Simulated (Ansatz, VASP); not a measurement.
## HfO2: VASP beside Ansatz

```
Hf O
1.0
     1.63309    0.94287    4.53402
    -1.63309    0.94287    4.53402
     0.00000   -1.88573    4.53402
Hf O
1 2
Direct
  0.00000 0.00000 0.00000
  0.73708 0.73708 0.73708
  0.26292 0.26292 0.26292
```

Alike in both runs: functional PBE; k mesh 6 × 6 × 6; occupations gaussian, width 0.1 eV; no spin polarisation.

Ansatz relaxed the structure, and its values are those at the end. VASP's run is a single point on that final structure, the one shown.

```csv
,VASP,Ansatz
version,VASP 6.6.1,Ansatz 0.2.0
potentials or method,"VASP PAW PBE potentials, release 64 (Hf_pv, O), cutoff 520 eV","scalar-relativistic, plane waves, PAW"
valence electrons in the cell,22,38
```

```tsv
	VASP	Ansatz	Ansatz less VASP
gap on the k mesh at the Fermi level (eV)	4.43	4.42	-0.010
least direct gap on the mesh (eV)	4.75	4.74	-0.016
pressure (GPa)	-2.3	0.2	+2.50
rms of the force components (eV/Å)	0.090	0.002	-0.0874
```

With one functional, cell and mesh, what is left measures potentials, basis and numerics. VASP's potentials hold 22 valence electrons a cell and Ansatz's 38, so a difference there can come from the potentials and not from the codes.

Spin-orbit coupling is off throughout.
